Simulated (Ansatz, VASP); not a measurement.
# Lu in VASP and in Ansatz

```
CELL_PARAMETERS angstrom
3.47365 0.00000 0.00000
-1.73682 3.00827 0.00000
0.00000 0.00000 11.13282
ATOMIC_POSITIONS crystal
Lu 0.00000 0.00000 0.00000
Lu 0.00000 0.00000 0.50000
Lu 0.33333 0.66667 0.25000
Lu 0.66667 0.33333 0.75000
```

Alike in both runs: functional PBE; k mesh 10 × 10 × 3; occupations fermi-dirac, width 0.1 eV; no spin polarisation.

Ansatz relaxed the structure, and its values are those at the end. VASP's run is a single point on that final structure, the one shown.

|  | VASP | Ansatz |
| --- | --- | --- |
| version | VASP 6.6.1 | Ansatz 0.2.0 |
| potentials or method | VASP PAW PBE potentials, release 64 (Lu) | PAW with Ansatz's default frozen-core files, scalar-relativistic |
| plane-wave cutoff (eV) | 520 | 420 |
| valence electrons in the cell | 100 | 100 |

|  | VASP | Ansatz | Ansatz less VASP |
| --- | --- | --- | --- |
| pressure (GPa) | 0.0 | 0.0 | -0.05 |

Neither program's run includes spin-orbit coupling.
